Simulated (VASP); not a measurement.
Here is a VASP 6.6.1 calculation.

File INCAR:

```
  PREC = Accurate
  ENCUT = 520
  EDIFF = 1E-6
  ISMEAR = -1
  SIGMA = 0.1
  LREAL = F
  LASPH = T
  NELM = 100
  ALGO = Normal
  ISIF = 2
  LWAVE = F
  LCHARG = T
  GGA = PS
  LELF = T
  LVHAR = T
  NBANDS = 26
```

KPOINTS

```
regular mesh
0
Gamma
  8 8 8
```

File POSCAR:

```
C
1.0
   -2.4314085409      2.4314085409      2.4314085409
    2.4314085409     -2.4314085409      2.4314085409
    2.4314085409      2.4314085409     -2.4314085409
C
8
Direct
    0.3252073586      0.0000000000      0.0000000000
    0.6747926414      0.6747926414      0.6747926414
    0.0000000000      0.3252073586      0.0000000000
    0.0000000000      0.0000000000      0.3252073586
    0.0000000000      0.6747926414      0.0000000000
    0.3252073586      0.3252073586      0.3252073586
    0.6747926414      0.0000000000      0.0000000000
    0.0000000000      0.0000000000      0.6747926414
```

Potentials or basis: VASP PAW PBE potentials, release 64 (C).

The run is started by

```bash
$ cat potpaw_PBE.64/C/POTCAR > POTCAR
$ mpirun -np 1 vasp_std > vasp.out
```

Question: Predict the pressure.

Answer: -1.3 GPa.

Question: Estimate the band gap on the k mesh.

Answer: 3.01 eV, indirect (least direct gap 3.72 eV).

Question: Estimate the largest force.

Answer: 0.035 eV/Å.

Forces on the atoms (eV/Å):
```
C   -0.020  0.020  0.020
C   -0.020 -0.020 -0.020
C    0.020 -0.020  0.020
C    0.020  0.020 -0.020
C   -0.020  0.020 -0.020
C    0.020  0.020  0.020
C    0.020 -0.020 -0.020
C   -0.020 -0.020  0.020
```

Caveat: the PAW data sets were made with another functional, which shifts forces and pressure a little. A k mesh can miss the band edges.
